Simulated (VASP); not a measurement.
Write the native input for VASP 6.6.1 that does the following.

```
Task                   : single point
Functional             : LDA
Potentials or basis    : VASP PAW LDA potentials, release 64 (In_d, Se)
Cutoff                 : 520 eV
k mesh                 : 10 × 10 × 3
Occupations            : gaussian, width 0.01 eV
Spin                   : no spin polarisation
Dipole correction      : no
Further INCAR settings : ALGO = Normal; EDIFF = 1e-07; NBANDS = 48
```

The structure of InSe lies in POSCAR:

```
InSe
1.0
    3.9671095744      0.0000000000      0.0000000000
   -1.9835547872      3.4356176710      0.0000000000
    0.0000000000      0.0000000000     16.4557359836
In Se
4 4
Direct
    0.3333333333      0.6666666667      0.1666734996
    0.6666666667      0.3333333333      0.6666734996
    0.3333333333      0.6666666667      0.3333265004
    0.6666666667      0.3333333333      0.8333265004
    0.3333333333      0.6666666667      0.5894410710
    0.6666666667      0.3333333333      0.0894410710
    0.3333333333      0.6666666667      0.9105589290
    0.6666666667      0.3333333333      0.4105589290
```

One way to write it, as run:

INCAR

```
SYSTEM = InSe
PREC = Accurate
ENCUT = 520
EDIFF = 1E-7
ISMEAR = 0
SIGMA = 0.01
LREAL = .False.
LASPH = .True.
NELM = 80
ALGO = Normal
ISIF = 2
LWAVE = .False.
LCHARG = .True.
GGA = CA
LELF = .True.
LVHAR = .True.
NBANDS = 48
```

KPOINTS

```
regular mesh
0
Gamma
  10 10 3
  0 0 0
```

Potentials or basis: VASP PAW LDA potentials, release 64 (In_d, Se).

The run is started by

```sh
$ cat potpaw_LDA.64/In_d/POTCAR potpaw_LDA.64/Se/POTCAR > POTCAR
$ mpirun -np 1 vasp_std > vasp.out
```

It gave:

```json
{
  "Pressure": "0.1 GPa",
  "Largest force": "0.028 eV/Å",
  "Band gap on the k mesh": "0.29 eV"
}
```

Caveat: spin-orbit coupling is left out, which moves the levels of the heavy elements.

It took 7 min on 1 thread of Intel(R) Xeon(R) Platinum 8259CL CPU @ 2.50GHz (Skylake/Cascade Lake), with other jobs on the host, peak memory 0.4 GiB.
